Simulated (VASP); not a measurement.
# Si4GePt (P6/mmm) in VASP: further runs

The runs below take Si4GePt through relaxation of cell and atoms, with PBE.

Everything below comes from runs of VASP 6.6.1. Logs are shortened: lines on timing, memory, paths and dates and some standing lists are left out, and cuts for length are marked.

## (1) The cell of the first run

It takes space group P6/mmm (No. 191, hexagonal). The conventional cell has a = 3.605 Å, b = 3.605 Å, c = 7.293 Å, α = 90.00°, β = 90.00°, γ = 120.00°. Si (site symmetry 3m) has 3 Si at 2.08 Å and 3 Pt at 2.69 Å and 3 Ge at 2.85 Å within 2.9 Å. Within 3.8 Å of Ge (site symmetry 6/mmm) lie 12 Si at 2.85 Å and 6 Ge at 3.61 Å and 2 Pt at 3.65 Å. Pt (site symmetry 6/mmm) has 12 Si at 2.69 Å and 6 Pt at 3.61 Å and 2 Ge at 3.65 Å within 3.7 Å.

The cell was built from a structure type or drawn by symmetry, and may not be a known phase.

## (2) Relaxation of cell and atoms, PBE

Contents of INCAR:

```
ALGO = Normal
EDIFF = 1E-7
EDIFFG = -0.04
ENCUT = 600
GGA = PE
IBRION = 2
ISIF = 3
ISMEAR = 0
LASPH = T
LCHARG = F
LREAL = F
LWAVE = F
NELM = 100
NSW = 90
PREC = Accurate
SIGMA = 0.1
```

Contents of KPOINTS:

```
k-points
0
Gamma
  6 6 4
```

Contents of POSCAR:

```
Si4GePt
1.0
    3.6053714500      0.0000000000      0.0000000000
   -1.8026857300      3.1223432700      0.0000000000
    0.0000000000      0.0000000000      7.2931772100
Si Ge Pt
4 1 1
Direct
    0.3333333300      0.6666666700      0.7665540000
    0.3333333300      0.6666666700      0.2334460000
    0.6666666700      0.3333333300      0.7665540000
    0.6666666700      0.3333333300      0.2334460000
    0.0000000000      0.0000000000      0.5000000000
    0.0000000000      0.0000000000      0.0000000000
```

Potentials or basis: VASP PAW PBE potentials, release 64 (Si, Ge_d, Pt).

Command:

```
$ cat potpaw_PBE.64/Si/POTCAR potpaw_PBE.64/Ge_d/POTCAR potpaw_PBE.64/Pt/POTCAR > POTCAR
$ mpirun -np 1 vasp_std > vasp.out
```

OUTCAR:

```text
EDIFF = 1E-7
   EDIFFG = -0.04
   ENCUT = 600
   GGA = PE
   IBRION = 2
   ISIF = 3
   ISMEAR = 0
   LASPH = T
   LREAL = F
   NELM = 100
   NSW = 90
   PREC = Accurate

 ion  position               nearest neighbor table
   1  0.333  0.667  0.767-   3 2.08   3 2.08   3 2.08   6 2.69   6 2.69   6 2.69   5 2.85   5 2.85
                             5 2.85
   2  0.333  0.667  0.233-   4 2.08   4 2.08   4 2.08   6 2.69   6 2.69   6 2.69   5 2.85   5 2.85
                             5 2.85
   3  0.667  0.333  0.767-   1 2.08   1 2.08   1 2.08   6 2.69   6 2.69   6 2.69   5 2.85   5 2.85
                             5 2.85
   4  0.667  0.333  0.233-   2 2.08   2 2.08   2 2.08   6 2.69   6 2.69   6 2.69   5 2.85   5 2.85
                             5 2.85
   5  0.000  0.000  0.500-   1 2.85   2 2.85   3 2.85   4 2.85   3 2.85   4 2.85   1 2.85   2 2.85
                             3 2.85   4 2.85   1 2.85   2 2.85
   6  0.000  0.000  0.000-   1 2.69   2 2.69   3 2.69   4 2.69   3 2.69   4 2.69   1 2.69   2 2.69
                             3 2.69   4 2.69   1 2.69   2 2.69

  LATTYP: Found a hexagonal cell.
 ALAT       =     3.6053714500
 C/A-ratio  =     2.0228643043

  Lattice vectors:

 A1 = (   3.6053714500,   0.0000000000,   0.0000000000)
 A2 = (  -1.8026857300,   3.1223432700,   0.0000000000)
 A3 = (   0.0000000000,   0.0000000000,   7.2931772100)

Analysis of symmetry for initial positions (statically):
=====================================================================
 Subroutine PRICEL returns:
 Original cell was already a primitive cell.

 Routine SETGRP: Setting up the symmetry group for a
 hexagonal supercell.

 Subroutine GETGRP returns: Found 24 space group operations
 (whereof 24 operations were pure point group operations)
 out of a pool of 24 trial point group operations.

The static configuration has the point symmetry D_6h.

Analysis of symmetry for dynamics (positions and initial velocities):
=====================================================================
 Subroutine PRICEL returns:
 Original cell was already a primitive cell.

 Routine SETGRP: Setting up the symmetry group for a
 hexagonal supercell.

 Subroutine GETGRP returns: Found 24 space group operations
 (whereof 24 operations were pure point group operations)
 out of a pool of 24 trial point group operations.

The dynamic configuration has the point symmetry D_6h.

 Subroutine INISYM returns: Found 24 space group operations
 (whereof 24 operations are pure point group operations),
 and found     1 'primitive' translations

----------------------------------------------------------------------------------------

                                     Primitive cell

  volume of cell :      82.1008

  direct lattice vectors                    reciprocal lattice vectors
     3.605371450  0.000000000  0.000000000     0.277363932  0.160136141  0.000000000
    -1.802685730  3.122343270  0.000000000     0.000000000  0.320272281  0.000000000
     0.000000000  0.000000000  7.293177210     0.000000000  0.000000000  0.137114452

  length of vectors
     3.605371450  3.605371456  7.293177210     0.320272281  0.320272281  0.137114452

  position of ions in fractional coordinates (direct lattice)
     0.333333330  0.666666670  0.766554000
     0.333333330  0.666666670  0.233446000
     0.666666670  0.333333330  0.766554000
     0.666666670  0.333333330  0.233446000
     0.000000000  0.000000000  0.500000000
     0.000000000  0.000000000  0.000000000

  ion indices of the primitive-cell ions
   primitive index   ion index
                 1           1
                 2           2
                 3           3
                 4           4
                 5           5
                 6           6

----------------------------------------------------------------------------------------

 KPOINTS: k-points

Automatic generation of k-mesh.
 Grid dimensions read from file:
 generate k-points for:    6    6    4

 Generating k-lattice:

  Cartesian coordinates                     Fractional coordinates (reciprocal lattice)
     0.046227322  0.026689357  0.000000000     0.166666667  0.000000000  0.000000000
     0.000000000  0.053378713  0.000000000     0.000000000  0.166666667  0.000000000
     0.000000000  0.000000000  0.034278613     0.000000000  0.000000000  0.250000000

  Length of vectors
     0.053378714  0.053378713  0.034278613

  Shift w.r.t. Gamma in fractional coordinates (k-lattice)
     0.000000000  0.000000000  0.000000000

 Subroutine IBZKPT returns following result:
 ===========================================

 Found     21 irreducible k-points:

 Following reciprocal coordinates:
            Coordinates               Weight
  0.000000  0.000000  0.000000      1.000000
  0.166667  0.000000  0.000000      6.000000
  0.333333  0.000000  0.000000      6.000000
  0.500000 -0.000000  0.000000      3.000000
  0.166667  0.166667  0.000000      6.000000
  0.333333  0.166667  0.000000     12.000000
[... 13 lines left out ...]
  0.333333  0.166667  0.500000     12.000000
  0.333333  0.333333  0.500000      2.000000
   k-points           NKPTS =     21   k-points in BZ     NKDIM =     21   number of bands    NBANDS=     24
   number of dos      NEDOS =    301   number of ions     NIONS =      6
   total plane-waves  NPLWV =  54000
   dimension x,y,z NGX =    30 NGY =   30 NGZ =   60
   dimension x,y,z NGXF=    60 NGYF=   60 NGZF=  120
   ions per type =               4   1   1
   NGX,Y,Z   is equivalent  to a cutoff of  13.83, 13.83, 13.68 a.u.
   NGXF,Y,Z  is equivalent  to a cutoff of  27.67, 27.67, 27.35 a.u.
 SYSTEM =  unknown system
   PREC   = accura    normal or accurate (medium, high low for compatibility)
   ISTART =      0    job   : 0-new  1-cont  2-samecut
   ICHARG =      2    charge: 1-file 2-atom 10-const
   ISPIN  =      1    spin polarized calculation?
   LNONCOLLINEAR =      F non collinear calculations
   LSORBIT =      F    spin-orbit coupling
   LASPH  =      T    aspherical Exc in radial PAW
   ENCUT  =  600.0 eV  44.10 Ry    6.64 a.u.   7.20  7.20 14.57*2*pi/ulx,y,z
   NELM   =    100;   NELMIN=  2; NELMDL= -5     # of ELM steps
   EDIFF  = 0.1E-06   stopping-criterion for ELM
   LREAL  =      F    real-space projection
   EDIFFG = -.4E-01   stopping-criterion for IOM
   NSW    =     90    number of steps for IOM
   IBRION =      2    ionic relax: 0-MD 1-quasi-New 2-CG
   NFREE  =      1    steps in history (QN), initial steepest desc. (CG)
   ISIF   =      3    stress and relaxation
   ISYM   =      2    0-nonsym 1-usesym 2-fastsym
   POTIM  = 0.5000    time-step for ionic-motion
   TEBEG  =    0.0;   TEEND  =   0.0 temperature during run
   PSTRESS=    0.0 pullay stress
   NELECT =      40.0000    total number of electrons
   NUPDOWN=      -1.0000    fix difference up-down
   EMIN   =  10.00;   EMAX   =-10.00  energy-range for DOS
   EFERMI =   0.00;   METHOD = LEGACY
   ISMEAR =     0;   SIGMA  =   0.10  broadening in eV -4-tet -1-fermi 0-gaus
   EFERMI_NEDOS =   21; number of points for ismear=-14 and -15
   IALGO  =     38    algorithm
   IMIX   =      4    mixing-type and parameters
     AMIX     =   0.40;   BMIX     =  1.00
     AMIX_MAG =   1.60;   BMIX_MAG =  1.00
  volume/ion in A,a.u.               =      13.68        92.34
  Fermi-wavevector in a.u.,A,eV,Ry     =   1.288187  2.434321 22.577869  1.659427
  Thomas-Fermi vector in A             =   2.420156
   LORBIT       =      0    0 simple, 1 ext, 2 COOP (PROOUT), +10 PAW based schemes
   GGA     = PE    functional components
   LHFCALC =     F    Hartree Fock is set to
   AEXX    =    0.0000 exact exchange contribution
   IVDW    =     0    specifies the selected vdW correction
   LEPSILON=     F    determine dielectric tensor
   LRPA    =     F    only Hartree local field effects (RPA)
 conjugate gradient relaxation of ions
 non-spin polarized calculation
 Gauss-broadening in eV      SIGMA  =   0.10
  energy-cutoff  :      600.00
  volume of cell :       82.10
 maximum number of plane-waves:      2778
 NGX is ok and might be reduce to    30
   NGX = 15   NGY = 15   NGZ = 29

--------------------------------------- Ionic step        1  -------------------------------------------

 number of electron      40.0000009 magnetization

 Free energy of the ion-electron system (eV)
  ---------------------------------------------------
  ext. energy  EPLUGINS =         0.00000000
  ---------------------------------------------------
  free energy    TOTEN  =       -27.22050222 eV

  energy without entropy =      -27.21467128  energy(sigma->0) =      -27.21758675

 E-fermi :  11.3691     XC(G=0): -11.9676

 val. band max:       11.2598555184   @ k =   0.5000  -0.0000   0.5000
 cond. band min:      11.4344064027   @ k =   0.3333   0.1667   0.0000
 fundamental gap:      0.1745508843
 Fermi energy:        11.3691151923

 k-point     1 :       0.0000    0.0000    0.0000
  band No.  band energies     occupation
      1     -13.7354      2.00000
      2     -13.7354      2.00000
      3     -13.6919      2.00000
      4     -13.6919      2.00000
      5     -13.6788      2.00000
      6      -3.9482      2.00000
[... 593 lines left out ...]
  energy  without entropy=      -27.2146712807  energy(sigma->0) =      -27.21758675

--------------------------------------- Ionic step        2  -------------------------------------------

 number of electron      40.0000005 magnetization

 E-fermi :   5.1736     XC(G=0):  -9.8513

 val. band max:        5.1546653811   @ k =   0.0000   0.0000   0.2500
 cond. band min:       5.1967897851   @ k =   0.3333   0.0000   0.2500
 fundamental gap:      0.0421244040
 Fermi energy:         5.1736330443

 k-point     1 :       0.0000    0.0000    0.0000
  band No.  band energies     occupation
      1     -19.8401      2.00000
      2     -19.8348      2.00000
      3     -19.8348      2.00000
      4     -19.8125      2.00000
      5     -19.8125      2.00000
      6      -5.8002      2.00000
[... 629 lines left out ...]
  FREE ENERGIE OF THE ION-ELECTRON SYSTEM (eV)
  ---------------------------------------------------
  free  energy   TOTEN  =       -29.9180269547 eV

  energy  without entropy=      -29.9002430697  energy(sigma->0) =      -29.90913501

[... ionic steps 4 to 15 ...]

--------------------------------------- Ionic step       16  -------------------------------------------

 number of electron      39.9999987 magnetization

------------------------ aborting loop because EDIFF is reached ----------------------------------------

  FORCE on cell =-STRESS in cart. coord.  units (eV):
  Direction    XX          YY          ZZ          XY          YZ          ZX
  --------------------------------------------------------------------------------------
  -------------------------------------------------------------------------------------
  Total       -0.2853113     -0.2853113     -0.2223980      0.0000000     -0.0000000      0.0000000
  in kB       -4.6632083     -4.6632083     -3.6349365      0.0000000     -0.0000000      0.0000000
  external PRESSURE =      -4.3204510 kB  Pullay stress =       0.0000000 kB
[... 65 lines left out ...]
  energy  without entropy=      -30.2608905155  energy(sigma->0) =      -30.27100552

--------------------------------------- Ionic step       18  -------------------------------------------

 number of electron      39.9999987 magnetization

 Free energy of the ion-electron system (eV)
  ---------------------------------------------------
  ext. energy  EPLUGINS =         0.00000000
  ---------------------------------------------------
  free energy    TOTEN  =       -30.28612763 eV

  energy without entropy =      -30.26608426  energy(sigma->0) =      -30.27610594

 E-fermi :   8.9104     XC(G=0): -11.2663

 val. band max:        8.9016558943   @ k =   0.1667   0.0000   0.2500
 cond. band min:       8.9174099739   @ k =   0.3333   0.1667   0.5000
 fundamental gap:      0.0157540796
 Fermi energy:         8.9104220789

 k-point     1 :       0.0000    0.0000    0.0000
  band No.  band energies     occupation
      1     -16.2417      2.00000
      2     -16.2359      2.00000
      3     -16.2359      2.00000
      4     -16.2074      2.00000
      5     -16.2074      2.00000
      6      -4.4539      2.00000
[... 589 lines left out ...]
  FREE ENERGIE OF THE ION-ELECTRON SYSTEM (eV)
  ---------------------------------------------------
  free  energy   TOTEN  =       -30.2861276264 eV

  energy  without entropy=      -30.2660842631  energy(sigma->0) =      -30.27610594

 reached required accuracy - stopping structural energy minimisation
```

Wall time 10 min (1 thread of AMD EPYC 9R45 (Zen 5), shared host); peak memory 0.24 GiB.

Results:

```yaml
Free_energy: -30.2861 eV
Relaxed_volume: 16.27 Å³/atom
Relaxed_cell: a = 4.344 Å, b = 4.344 Å, c = 5.973 Å, α = 90.00°, β = 90.00°, γ = 120.00°
Space_group_after_relaxing_to_0.1_Å: P6/mmm (No. 191)
Energy_gained_by_relaxing: 510.9 meV/atom
Ionic_steps: 18
Pressure_after_relaxing: -0.1 GPa
Largest_force_after_relaxing: 0.004 eV/Å
```

Forces in eV/Å, atoms in the order of the input:
```
Si   0.000  0.000 -0.004
Si   0.000  0.000  0.004
Si   0.000  0.000 -0.004
Si   0.000  0.000  0.004
Ge   0.000  0.000  0.000
Pt   0.000  0.000  0.000
```

Stress tensor (GPa, compression positive):
```
-0.02  0.00  0.00
 0.00 -0.02  0.00
 0.00  0.00 -0.15
```

Step by step:
| step | energy change (eV) | largest force (eV/Å) | pressure (GPa) | volume (Å³) |
| --- | --- | --- | --- | --- |
| 1 | 0.0000 | 0.1239 | 43.59 | 82.10 |
| 2 | -0.7629 | 0.5393 | -14.82 | 133.78 |
| 3 | -2.6975 | 0.4211 | -2.13 | 104.35 |
| 4 | -2.7011 | 0.4137 | -1.43 | 103.68 |
| 5 | -2.7016 | 0.4081 | -0.96 | 103.22 |
| 6 | -2.7843 | 0.3154 | -0.43 | 102.03 |
| 7 | -2.9001 | 0.1160 | 1.82 | 98.68 |
| 8 | -2.9050 | 0.0299 | 3.05 | 97.07 |
| 9 | -2.9469 | 0.0398 | -0.65 | 100.23 |
| 10 | -2.9470 | 0.0396 | -0.73 | 100.31 |
| 11 | -2.9539 | 0.0601 | -0.86 | 100.13 |
| 12 | -2.9901 | 0.0161 | -1.06 | 99.66 |
| 13 | -3.0532 | 0.0327 | -0.70 | 98.42 |
| 14 | -3.0545 | 0.0866 | -0.06 | 97.69 |
| 15 | -3.0592 | 0.0004 | -0.49 | 98.11 |
| 16 | -3.0594 | 0.0149 | -0.43 | 98.03 |
| 17 | -3.0606 | 0.0252 | 1.26 | 96.42 |
| 18 | -3.0656 | 0.0038 | -0.06 | 97.62 |

Final structure:
```
Si Ge Pt
1.0
     4.34408    0.00000    0.00000
    -2.17204    3.76209    0.00000
     0.00000    0.00000    5.97306
Si Ge Pt
4 1 1
Cartesian
  0.0000 2.5081 4.6891
  0.0000 2.5081 1.2840
  2.1720 1.2540 4.6891
  2.1720 1.2540 1.2840
  0.0000 0.0000 2.9865
  0.0000 0.0000 5.9731
```

Caveat: the volume moved by over 15 % at a fixed basis, so the end points are rough; the highest band is partly filled, so the run has too few bands; spin-orbit coupling is left out, which moves the levels of the heavy elements.

(Continued in part 2 of 2.)
